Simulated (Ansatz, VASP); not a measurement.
Mg in VASP and in Ansatz

```xyz
1
Lattice="3.0503 0.0000 0.0000 -1.5251 2.6416 0.0000 0.0000 0.0000 3.0448" Properties=species:S:1:pos:R:3 pbc="T T T"
Mg    0.0000    0.0000    0.0000
```

Alike in both runs: functional LDA; k mesh 6 × 6 × 5; occupations fermi-dirac, width 0.05 eV; no spin polarisation.

```csv
,VASP,Ansatz
version,VASP 6.6.1,Ansatz 0.2.0
potentials or method,"VASP PAW LDA potentials, release 64 (Mg)",Ansatz PAW
plane-wave cutoff (eV),520,420
valence electrons in the cell,2,10
task,single point,projected density of states
```

Ansatz gave:

| Property | Result |
| --- | --- |
| gap on the k mesh at the Fermi level (eV) | none |
| pressure (GPa) | -0.2 |
| traceless stress, the component that is largest in VASP (GPa) | 2.95 |

**Question.** What did VASP give for the same quantities?

**Answer.** gap on the k mesh at the Fermi level (eV): none; pressure (GPa): -0.5; traceless stress, the component that is largest in VASP (GPa): 2.95.

LDA's correlation is that of Perdew and Zunger in VASP and of Perdew and Wang (1992) in Ansatz. A gap of «none» marks a metal or a gap that the smearing closes. VASP's potentials hold 2 valence electrons a cell and Ansatz's 10, so a difference there can come from the potentials and not from the codes.

The k mesh is coarse, so the values compare programs but aren't converged.
